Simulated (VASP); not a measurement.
# CuO (F-43m) in VASP: single point with r2SCAN

Aim: the single point of CuO with r2SCAN.

Program: VASP 6.6.1. These are calculated values, not measurements. Logs are shortened: lines on timing, memory, paths and dates and some standing lists are left out, and cuts for length are marked.

### 1 The cell of the first run

It takes space group F-43m (No. 216, cubic). The conventional cell has a = 4.479 Å, b = 4.479 Å, c = 4.479 Å, α = 90.00°, β = 90.00°, γ = 90.00°. Cu (site symmetry -43m) has 4 O at 1.94 Å within 2.6 Å. Within 2.6 Å of O (site symmetry -43m) lie 4 Cu at 1.94 Å.

### 2 Single point, r2SCAN, collinear spin, ferromagnetic start

File POSCAR:

```
CuO
1.0
    0.0000000000      2.2394778634      2.2394778634
    2.2394778634      0.0000000000      2.2394778634
    2.2394778634      2.2394778634      0.0000000000
Cu O
1 1
Direct
    0.0000000000      0.0000000000      0.0000000000
    0.7500000000      0.7500000000      0.7500000000
```

File INCAR.step1:

```
ALGO = Normal ; EDIFF = 1E-4
ENCUT = 520 ; GGA = PE
ISMEAR = 0 ; ISPIN = 2
LASPH = T ; LCHARG = F
LMAXMIX = 4 ; LREAL = F
LWAVE = T ; MAGMOM = 0.64 0.36
NBANDS = 20 ; NELM = 150
PREC = Accurate ; SIGMA = 0.1
```

File INCAR.step2:

```
ALGO = Normal ; EDIFF = 1E-6
ENCUT = 520 ; ISIF = 2
ISMEAR = 0 ; ISPIN = 2
ISTART = 1 ; LASPH = T
LCHARG = T ; LELF = T
LMAXMIX = 4 ; LMIXTAU = T
LORBIT = 11 ; LREAL = F
LVHAR = T ; LWAVE = F
MAGMOM = 0.64 0.36 ; METAGGA = R2SCAN
NBANDS = 20 ; NELM = 150
PREC = Accurate ; SIGMA = 0.1
```

File KPOINTS:

```
k-points
0
Gamma
  22 22 22
```

Potentials or basis: VASP PAW PBE potentials, release 64 (Cu, O).

Started as:

```console
cat potpaw_PBE.64/Cu/POTCAR potpaw_PBE.64/O/POTCAR > POTCAR
cp INCAR.step1 INCAR
mpirun -np 1 vasp_std > vasp.out
cp INCAR.step2 INCAR
mpirun -np 1 vasp_std > vasp.out
```

OUTCAR:

```text
EDIFF = 1E-6
   ENCUT = 520
   ISIF = 2
   ISMEAR = 0
   ISPIN = 2
   ISTART = 1
   LASPH = T
   LORBIT = 11
   LREAL = F
   METAGGA = R2SCAN
   NELM = 150
   PREC = Accurate

 ion  position               nearest neighbor table
   1  0.000  0.000  0.000-   2 1.94   2 1.94   2 1.94   2 1.94
   2  0.750  0.750  0.750-   1 1.94   1 1.94   1 1.94   1 1.94

  LATTYP: Found a face centered cubic cell.
 ALAT       =     4.4789557268

  Lattice vectors:

 A1 = (   0.0000000000,   2.2394778634,   2.2394778634)
 A2 = (   2.2394778634,   0.0000000000,   2.2394778634)
 A3 = (   2.2394778634,   2.2394778634,   0.0000000000)

Analysis of symmetry for initial positions (statically):
=====================================================================
 Subroutine PRICEL returns:
 Original cell was already a primitive cell.

 Routine SETGRP: Setting up the symmetry group for a
 face centered cubic supercell.

 Subroutine GETGRP returns: Found 24 space group operations
 (whereof 24 operations were pure point group operations)
 out of a pool of 48 trial point group operations.

The static configuration has the point symmetry T_d .

Analysis of symmetry for dynamics (positions and initial velocities):
=====================================================================
 Subroutine PRICEL returns:
 Original cell was already a primitive cell.

 Routine SETGRP: Setting up the symmetry group for a
 face centered cubic supercell.

 Subroutine GETGRP returns: Found 24 space group operations
 (whereof 24 operations were pure point group operations)
 out of a pool of 48 trial point group operations.

The dynamic configuration has the point symmetry T_d .

Analysis of structural, dynamic, and magnetic symmetry:
=====================================================================
 Subroutine PRICEL returns:
 Original cell was already a primitive cell.

 Routine SETGRP: Setting up the symmetry group for a
 face centered cubic supercell.

 Subroutine GETGRP returns: Found 24 space group operations
 (whereof 24 operations were pure point group operations)
 out of a pool of 48 trial point group operations.

The overall configuration has the point symmetry T_d .

 Subroutine INISYM returns: Found 24 space group operations
 (whereof 24 operations are pure point group operations),
 and found     1 'primitive' translations

----------------------------------------------------------------------------------------

                                     Primitive cell

  volume of cell :      22.4631

  direct lattice vectors                    reciprocal lattice vectors
     0.000000000  2.239477863  2.239477863    -0.223266328  0.223266328  0.223266328
     2.239477863  0.000000000  2.239477863     0.223266328 -0.223266328  0.223266328
     2.239477863  2.239477863  0.000000000     0.223266328  0.223266328 -0.223266328

  length of vectors
     3.167099967  3.167099967  3.167099967     0.386708624  0.386708624  0.386708624

  position of ions in fractional coordinates (direct lattice)
     0.000000000  0.000000000  0.000000000
     0.750000000  0.750000000  0.750000000

  ion indices of the primitive-cell ions
   primitive index   ion index
                 1           1
                 2           2

----------------------------------------------------------------------------------------

 KPOINTS: k-points

Automatic generation of k-mesh.
 Grid dimensions read from file:
 generate k-points for:   22   22   22

 Generating k-lattice:

  Cartesian coordinates                     Fractional coordinates (reciprocal lattice)
    -0.010148469  0.010148469  0.010148469     0.045454545  0.000000000  0.000000000
     0.010148469 -0.010148469  0.010148469     0.000000000  0.045454545  0.000000000
     0.010148469  0.010148469 -0.010148469     0.000000000  0.000000000  0.045454545

  Length of vectors
     0.017577665  0.017577665  0.017577665

  Shift w.r.t. Gamma in fractional coordinates (k-lattice)
     0.000000000  0.000000000  0.000000000

 Subroutine IBZKPT returns following result:
 ===========================================

 Found    328 irreducible k-points:

 Following reciprocal coordinates:
            Coordinates               Weight
  0.000000  0.000000  0.000000      1.000000
  0.045455  0.000000  0.000000      8.000000
  0.090909  0.000000  0.000000      8.000000
  0.136364  0.000000  0.000000      8.000000
  0.181818  0.000000  0.000000      8.000000
  0.227273  0.000000  0.000000      8.000000
[... 16 lines left out ...]
  0.500000  0.045455  0.000000     24.000000
 -0.454545  0.045455  0.000000     24.000000
 [... further k-points ...]
   k-points           NKPTS =    328   k-points in BZ     NKDIM =    328   number of bands    NBANDS=     20
   number of dos      NEDOS =    301   number of ions     NIONS =      2
   total plane-waves  NPLWV =  13824
   dimension x,y,z NGX =    24 NGY =   24 NGZ =   24
   dimension x,y,z NGXF=    48 NGYF=   48 NGZF=   48
   ions per type =               1   1
   NGX,Y,Z   is equivalent  to a cutoff of  12.60, 12.60, 12.60 a.u.
   NGXF,Y,Z  is equivalent  to a cutoff of  25.20, 25.20, 25.20 a.u.
 SYSTEM =  unknown system
   PREC   = accura    normal or accurate (medium, high low for compatibility)
   ISTART =      1    job   : 0-new  1-cont  2-samecut
   ICHARG =      0    charge: 1-file 2-atom 10-const
   ISPIN  =      2    spin polarized calculation?
   LNONCOLLINEAR =      F non collinear calculations
   LSORBIT =      F    spin-orbit coupling
   LASPH  =      T    aspherical Exc in radial PAW
   ENCUT  =  520.0 eV  38.22 Ry    6.18 a.u.   5.89  5.89  5.89*2*pi/ulx,y,z
   NELM   =    150;   NELMIN=  2; NELMDL=  0     # of ELM steps
   EDIFF  = 0.1E-05   stopping-criterion for ELM
   LREAL  =      F    real-space projection
[... 7 lines left out ...]
   TEBEG  =    0.0;   TEEND  =   0.0 temperature during run
   PSTRESS=    0.0 pullay stress
   NELECT =      17.0000    total number of electrons
   NUPDOWN=      -1.0000    fix difference up-down
   EMIN   =  10.00;   EMAX   =-10.00  energy-range for DOS
   EFERMI =   0.00;   METHOD = LEGACY
   ISMEAR =     0;   SIGMA  =   0.10  broadening in eV -4-tet -1-fermi 0-gaus
   EFERMI_NEDOS =   21; number of points for ismear=-14 and -15
   IALGO  =     38    algorithm
   IMIX   =      4    mixing-type and parameters
     AMIX     =   0.40;   BMIX     =  1.00
     AMIX_MAG =   1.60;   BMIX_MAG =  1.00
  volume/ion in A,a.u.               =      11.23        75.79
  Fermi-wavevector in a.u.,A,eV,Ry     =   1.491882  2.819247 30.282634  2.225711
  Thomas-Fermi vector in A             =   2.604480
   LORBIT       =     11    0 simple, 1 ext, 2 COOP (PROOUT), +10 PAW based schemes
   METAGGA = R2SCAN    functional components
   LHFCALC =     F    Hartree Fock is set to
   AEXX    =    0.0000 exact exchange contribution
   IVDW    =     0    specifies the selected vdW correction
   LEPSILON=     F    determine dielectric tensor
   LRPA    =     F    only Hartree local field effects (RPA)
 spin polarized calculation
 Gauss-broadening in eV      SIGMA  =   0.10
  energy-cutoff  :      520.00
  volume of cell :       22.46
 maximum number of plane-waves:       620
   NGX = 11   NGY = 11   NGZ = 11

 number of electron      17.0000007 magnetization       0.0006802

 number of electron      17.0000007 magnetization      -0.0002003

 Free energy of the ion-electron system (eV)
  ---------------------------------------------------
  ext. energy  EPLUGINS =         0.00000000
  ---------------------------------------------------
  free energy    TOTEN  =       -17.88188595 eV

  energy without entropy =      -17.87005357  energy(sigma->0) =      -17.87596976

 E-fermi :   4.0845     XC(G=0): -11.9055

 val. band max:        4.0843422234   @ k =   0.4545   0.0000   0.0000
 cond. band min:       4.0844657687   @ k =   0.4545   0.0000   0.0000
 fundamental gap:      0.0001235453
 Fermi energy:         4.0844613960

 spin component 1

 k-point     1 :       0.0000    0.0000    0.0000
  band No.  band energies     occupation
      1     -16.1323      1.00000
      2      -1.1785      1.00000
      3      -1.1784      1.00000
      4      -1.1784      1.00000
      5       1.8804      1.00000
      6       1.8804      1.00000
[... 12 lines left out ...]
     19      28.2972      0.00000
     20      30.6510      0.00000

 k-point     2 :       0.0455    0.0000    0.0000
  band No.  band energies     occupation
      1     -16.1196      1.00000
      2      -1.2130      1.00000
      3      -1.1716      1.00000
      4      -1.1715      1.00000
      5       1.8781      1.00000
      6       1.8781      1.00000
[... 12 lines left out ...]
     19      28.6581      0.00000
     20      30.9434      0.00000

 k-point     3 :       0.0909    0.0000    0.0000
  band No.  band energies     occupation
      1     -16.0821      1.00000
      2      -1.3096      1.00000
      3      -1.1515      1.00000
      4      -1.1515      1.00000
      5       1.8724      1.00000
      6       1.8724      1.00000
[... 12 lines left out ...]
     19      29.4514      0.00000
     20      31.7594      0.00000

 k-point     4 :       0.1364    0.0000    0.0000
  band No.  band energies     occupation
      1     -16.0227      1.00000
      2      -1.4506      1.00000
      3      -1.1204      1.00000
      4      -1.1204      1.00000
      5       1.8659      1.00000
      6       1.8659      1.00000
[... 429 lines left out ...]
 k-point    23 :       0.5000    0.0455    0.0000
  band No.  band energies     occupation
      1     -15.4634      1.00000
      2      -2.2495      1.00000
      3      -0.9034      1.00000
      4      -0.8790      1.00000
      5       2.0053      1.00000
      6       2.0164      1.00000
[... 12 lines left out ...]
     19      32.3402      0.00000
     20      39.4557      0.00000

 k-point    24 :      -0.4545    0.0455    0.0000
  band No.  band energies     occupation
      1     -15.4682      1.00000
      2      -2.2454      1.00000
      3      -0.9049      1.00000
      4      -0.8809      1.00000
      5       1.9992      1.00000
      6       2.0155      1.00000
[... 12 lines left out ...]
     19      32.4583      0.00000
     20      39.1412      0.00000

 [... further k-points ...]

 spin component 2

 k-point     1 :       0.0000    0.0000    0.0000
  band No.  band energies     occupation
      1     -16.1324      1.00000
      2      -1.1786      1.00000
      3      -1.1786      1.00000
      4      -1.1786      1.00000
      5       1.8802      1.00000
      6       1.8802      1.00000
[... 12 lines left out ...]
     19      28.2971      0.00000
     20      30.6510      0.00000

 k-point     2 :       0.0455    0.0000    0.0000
  band No.  band energies     occupation
      1     -16.1196      1.00000
      2      -1.2131      1.00000
      3      -1.1717      1.00000
      4      -1.1717      1.00000
      5       1.8780      1.00000
      6       1.8780      1.00000
[... 12 lines left out ...]
     19      28.6580      0.00000
     20      30.9434      0.00000

 k-point     3 :       0.0909    0.0000    0.0000
  band No.  band energies     occupation
      1     -16.0821      1.00000
      2      -1.3098      1.00000
      3      -1.1517      1.00000
      4      -1.1516      1.00000
      5       1.8722      1.00000
      6       1.8722      1.00000
[... 12 lines left out ...]
     19      29.4513      0.00000
     20      31.7593      0.00000

 k-point     4 :       0.1364    0.0000    0.0000
  band No.  band energies     occupation
      1     -16.0228      1.00000
      2      -1.4507      1.00000
      3      -1.1206      1.00000
      4      -1.1205      1.00000
      5       1.8657      1.00000
      6       1.8658      1.00000
[... 429 lines left out ...]
 k-point    23 :       0.5000    0.0455    0.0000
  band No.  band energies     occupation
      1     -15.4635      1.00000
      2      -2.2496      1.00000
      3      -0.9035      1.00000
      4      -0.8791      1.00000
      5       2.0051      1.00000
      6       2.0162      1.00000
[... 12 lines left out ...]
     19      32.3401      0.00000
     20      39.4575      0.00000

 k-point    24 :      -0.4545    0.0455    0.0000
  band No.  band energies     occupation
      1     -15.4683      1.00000
      2      -2.2454      1.00000
      3      -0.9050      1.00000
      4      -0.8811      1.00000
      5       1.9990      1.00000
      6       2.0153      1.00000
[... 12 lines left out ...]
     19      32.4582      0.00000
     20      39.1411      0.00000

 [... further k-points ...]

------------------------ aborting loop because EDIFF is reached ----------------------------------------

  FORCE on cell =-STRESS in cart. coord.  units (eV):
  Direction    XX          YY          ZZ          XY          YZ          ZX
  --------------------------------------------------------------------------------------
  -------------------------------------------------------------------------------------
  Total       -0.1303573     -0.1303573     -0.1303573     -0.0000000     -0.0000000     -0.0000000
  in kB       -9.2977009     -9.2977009     -9.2977009     -0.0000000     -0.0000000     -0.0000000
  external PRESSURE =      -9.2977009 kB  Pullay stress =       0.0000000 kB

 VOLUME and BASIS-vectors are now :
 -----------------------------------------------------------------------------
  energy-cutoff  :      520.00
  volume of cell :       22.46
      direct lattice vectors                 reciprocal lattice vectors
     0.000000000  2.239477863  2.239477863    -0.223266328  0.223266328  0.223266328
     2.239477863  0.000000000  2.239477863     0.223266328 -0.223266328  0.223266328
     2.239477863  2.239477863  0.000000000     0.223266328  0.223266328 -0.223266328

 POSITION                                       TOTAL-FORCE (eV/Angst)
 -----------------------------------------------------------------------------------
      0.00000      0.00000      0.00000         0.000000      0.000000     -0.000000
      3.35922      3.35922      3.35922        -0.000000     -0.000000      0.000000
 -----------------------------------------------------------------------------------
    total drift:                                0.000005      0.000005      0.000005

  FREE ENERGIE OF THE ION-ELECTRON SYSTEM (eV)
  ---------------------------------------------------
  free  energy   TOTEN  =       -17.8818859467 eV

  energy  without entropy=      -17.8700535683  energy(sigma->0) =      -17.87596976

 total charge

# of ion       s       p       d       tot
------------------------------------------
    1        0.361   0.441   9.133   9.935
    2        1.566   3.420   0.000   4.986
--------------------------------------------------
tot          1.928   3.860   9.133  14.921

 magnetization (x)

# of ion       s       p       d       tot
------------------------------------------
    1        0.000  -0.000  -0.000  -0.000
    2       -0.000  -0.000   0.000  -0.000
--------------------------------------------------
tot         -0.000  -0.000  -0.000  -0.000
```

Run time: 19 min. Hardware: 1 thread of Intel Xeon 8259CL, shared host; peak memory 0.33 GiB.

Results:

| Item | Value |
| --- | --- |
| Free energy | -17.8819 eV |
| Pressure | -0.9 GPa |
| Net moment | 0.00 μB per cell |
| Valence electrons inside the program's atomic spheres | Cu 9.94; O 4.99 |

Caveat: the PAW data sets were made with another functional, which shifts forces and pressure a little; semilocal functionals often make such compounds metallic where correlation or magnetic order opens a gap, which also shifts bond lengths. With open d or f shells a metallic result of r2SCAN can be an artefact of self-interaction; +U or a hybrid may open a gap.
